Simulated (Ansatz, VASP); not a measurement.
LiCl in VASP and in Ansatz

Contents of INCAR:

```
SYSTEM = LiCl
ALGO = Normal
EDIFF = 1E-6
ENCUT = 520
GGA = PE
ISIF = 2
ISMEAR = 0
LASPH = .TRUE.
LCHARG = .FALSE.
LREAL = .FALSE.
LWAVE = .FALSE.
NBANDS = 12
NELM = 60
PREC = Accurate
SIGMA = 0.05
```

The input KPOINTS:

```
k-points
0
G
  8 8 8
  0 0 0
```

POSCAR

```
LiCl
1.0
    0.0000000000      2.4621696000      2.5647600000
    2.4621696000      0.0000000000      2.5647600000
    2.4621696000      2.4621696000      0.0000000000
Li Cl
1 1
Direct
    0.0000000000      0.0000000000      0.0000000000
    0.5000000000      0.5000000000      0.5000000000
```

Input for Ansatz:

```yaml
crystal:
  lattice:
    - [0.0, 2.4621696, 2.56476]
    - [2.4621696, 0.0, 2.56476]
    - [2.4621696, 2.4621696, 0.0]
  atoms:
    - { symbol: Li, position: [0.0, 0.0, 0.0] }
    - { symbol: Cl, position: [0.5, 0.5, 0.5] }
basis:
  ecutwfc: 420
kpoints:
  mp_grid: { grid: [8, 8, 8] }
hamiltonian:
  xc: pbe
scf:
  occupations: { method: gaussian, width: 0.05 }
output:
  forces: true
  stress: true
  eigenvalues: true
```

Change from the starting cell: strain -0.0400 x Voigt [1, 1, 0, 0, 0, 0], atoms carried along.

Alike in both runs: task single point; functional PBE; k mesh 8 × 8 × 8; occupations gaussian, width 0.05 eV; no spin polarisation.

```csv
,VASP,Ansatz
version,VASP 6.6.1,Ansatz 0.2.0
potentials or method,"VASP PAW PBE potentials, release 64 (Li_sv, Cl), cutoff 520 eV","scalar-relativistic, plane waves, PAW"
valence electrons in the cell,10,10
```

|  | VASP | Ansatz | Ansatz less VASP |
| --- | --- | --- | --- |
| gap on the k mesh at the Fermi level (eV) | 6.76 | 6.74 | -0.019 |
| least direct gap on the mesh (eV) | 6.77 | 6.76 | -0.014 |

Noted on VASP's run: the cutoff is short for stress, so the pressure is rough.
